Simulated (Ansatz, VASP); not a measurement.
Two plane-wave programs on SiC

Contents of POSCAR:

```
SiC
1.0
    0.0000000000      1.9877283994      1.9877283994
    1.9877283994      0.0000000000      1.9877283994
    1.9877283994      1.9877283994      0.0000000000
Si C
1 1
Direct
    0.0000000000      0.0000000000      0.0000000000
    0.2500000000      0.2500000000      0.2500000000
```

Contents of INCAR.step1:

```
SYSTEM = SiC
PREC = Accurate
ENCUT = 520
ISMEAR = 0
SIGMA = 0.05
LREAL = .FALSE.
LASPH = .TRUE.
NELM = 100
NBANDS = 11
GGA = PE
ALGO = Normal
EDIFF = 1E-4
LWAVE = .TRUE.
LCHARG = .FALSE.
```

File INCAR.step2:

```
SYSTEM = SiC
PREC = Accurate
ENCUT = 520
EDIFF = 1E-6
ISMEAR = 0
SIGMA = 0.05
LREAL = .FALSE.
LASPH = .TRUE.
NELM = 100
ALGO = Normal
ISIF = 2
LWAVE = .FALSE.
LCHARG = .FALSE.
METAGGA = R2SCAN
LMIXTAU = .TRUE.
NBANDS = 11
ISTART = 1
```

KPOINTS

```
Automatic mesh
0
G
  10 10 10
  0 0 0
```

Input for Ansatz:

```yaml
crystal:
  lattice:
    - [0.0, 1.9877283994, 1.9877283994]
    - [1.9877283994, 0.0, 1.9877283994]
    - [1.9877283994, 1.9877283994, 0.0]
  atoms:
    - { symbol: Si, position: [0.0, 0.0, 0.0] }
    - { symbol: C, position: [0.25, 0.25, 0.25] }
basis:
  ecutwfc: 500
  ecutrho_ratio: 4
kpoints:
  mp_grid: { grid: [10, 10, 10] }
hamiltonian:
  xc: r2scan
scf:
  occupations: { method: gaussian, width: 0.05 }
output:
  forces: true
  stress: true
  eigenvalues: true
```

Alike in both runs: task single point; functional r2SCAN; k mesh 10 × 10 × 10; occupations gaussian, width 0.05 eV; no spin polarisation.

|  | VASP | Ansatz |
| --- | --- | --- |
| version | VASP 6.6.1 | Ansatz 0.2.0 |
| potentials or method | VASP PAW PBE potentials, release 64 (Si, C), cutoff 520 eV | scalar-relativistic, plane waves, PAW |
| valence electrons in the cell | 8 | 8 |

|  | VASP | Ansatz | Ansatz less VASP |
| --- | --- | --- | --- |
| gap on the k mesh at the Fermi level (eV) | 1.50 | 1.48 | -0.022 |
| least direct gap on the mesh (eV) | 5.35 | 5.33 | -0.018 |

VASP's potentials were made for PBE, not for r2SCAN. With one functional, cell and mesh, what is left measures potentials, basis and numerics.
